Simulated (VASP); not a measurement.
Input of a VASP 6.6.1 run:

INCAR

```
SYSTEM = TiO
PREC = Accurate
ENCUT = 520
EDIFF = 1E-6
ISMEAR = 0
SIGMA = 0.1
LREAL = .False.
LASPH = .True.
NELM = 150
ALGO = Normal
ISIF = 2
LWAVE = .False.
LCHARG = .False.
ISPIN = 2
MAGMOM = 0.17 0.17 0.17 0 0 0
LORBIT = 11
LMAXMIX = 4
GGA = PS
NBANDS = 40
```

The input KPOINTS:

```
Automatic mesh
0
Gamma
  10 10 10
  0 0 0
```

POSCAR

```
TiO
1.0
    4.0335084316      0.0000000000      0.0000000000
    0.0000000000      4.0335084316      0.0000000000
    0.0000000000      0.0000000000      4.0335084316
Ti O
3 3
Direct
    0.5000000000      0.5000000000      0.0000000000
    0.0000000000      0.5000000000      0.5000000000
    0.5000000000      0.0000000000      0.5000000000
    0.0000000000      0.5000000000      0.0000000000
    0.5000000000      0.0000000000      0.0000000000
    0.0000000000      0.0000000000      0.5000000000
```

Potentials or basis: VASP PAW PBE potentials, release 64 (Ti_sv, O).

The run is started by

```sh
$ cat potpaw_PBE.64/Ti_sv/POTCAR potpaw_PBE.64/O/POTCAR > POTCAR
$ mpirun -np 1 vasp_std > vasp.out
```

**Question.** What does it give for the band gap on the k mesh?

**Answer.** Zero (filled and empty bands overlap).

**Question.** Predict the pressure.

**Answer.** 0.5 GPa.

**Question.** Predict the net moment.

**Answer.** 0.00 μB per cell.

Caveat: the PAW data sets were made with another functional, which shifts forces and pressure a little; semilocal functionals often make such compounds metallic where correlation or magnetic order opens a gap, which also shifts bond lengths.
